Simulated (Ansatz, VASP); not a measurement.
## InSb in VASP and in Ansatz

Contents of INCAR:

```
  PREC = Accurate
  ENCUT = 520
  EDIFF = 1E-7
  ISMEAR = 0
  SIGMA = 0.15
  LREAL = F
  LASPH = T
  NELM = 100
  ALGO = Normal
  ISIF = 2
  LWAVE = F
  LCHARG = F
  GGA = PE
  NBANDS = 16
```

The input KPOINTS:

```
regular mesh
0
Gamma
  16 16 16
```

POSCAR

```
InSb
1.0
    0.0000000000      3.5828189905      3.1847279916
    3.5828189905      0.0000000000      3.1847279916
    3.5828189905      3.5828189905      0.0000000000
In Sb
1 1
Direct
    0.0000000000      0.0000000000      0.0000000000
    0.7500000000      0.7500000000      0.7500000000
```

Input for Ansatz:

```yaml
crystal:
  lattice:
    - [0.0, 3.5828189905, 3.1847279916]
    - [3.5828189905, 0.0, 3.1847279916]
    - [3.5828189905, 3.5828189905, 0.0]
  atoms:
    - { symbol: In, position: [0.0, 0.0, 0.0] }
    - { symbol: Sb, position: [0.75, 0.75, 0.75] }
basis:
  ecutwfc: 420
kpoints:
  mp_grid: { grid: [16, 16, 16] }
hamiltonian:
  xc: pbe
scf:
  occupations: { method: gaussian, width: 0.15 }
output:
  forces: true
  stress: true
  eigenvalues: true
```

Change from the starting cell: strain +0.080 along x and y, -0.040 along z, atoms carried along.

Alike in both runs: task single point; functional PBE; k mesh 16 × 16 × 16; occupations gaussian, width 0.15 eV; no spin polarisation.

|  | VASP | Ansatz |
| --- | --- | --- |
| version | VASP 6.6.1 | Ansatz 0.2.0 |
| potentials or method | VASP PAW PBE potentials, release 64 (In_d, Sb), cutoff 520 eV | scalar-relativistic, plane waves, PAW |
| valence electrons in the cell | 18 | 28 |

|  | VASP | Ansatz | Ansatz less VASP |
| --- | --- | --- | --- |
| gap on the k mesh at the Fermi level (eV) | none | none | - |
| pressure (GPa) | -3.2 | -3.2 | +0.02 |
| traceless stress, the component that is largest in VASP (GPa) | 1.65 | 1.65 | -0.001 |

A gap of «none» marks a metal or a gap that the smearing closes. With one functional, cell and mesh, what is left measures potentials, basis and numerics. VASP's potentials hold 18 valence electrons a cell and Ansatz's 28, so a difference there can come from the potentials and not from the codes.

Neither program's run includes spin-orbit coupling.
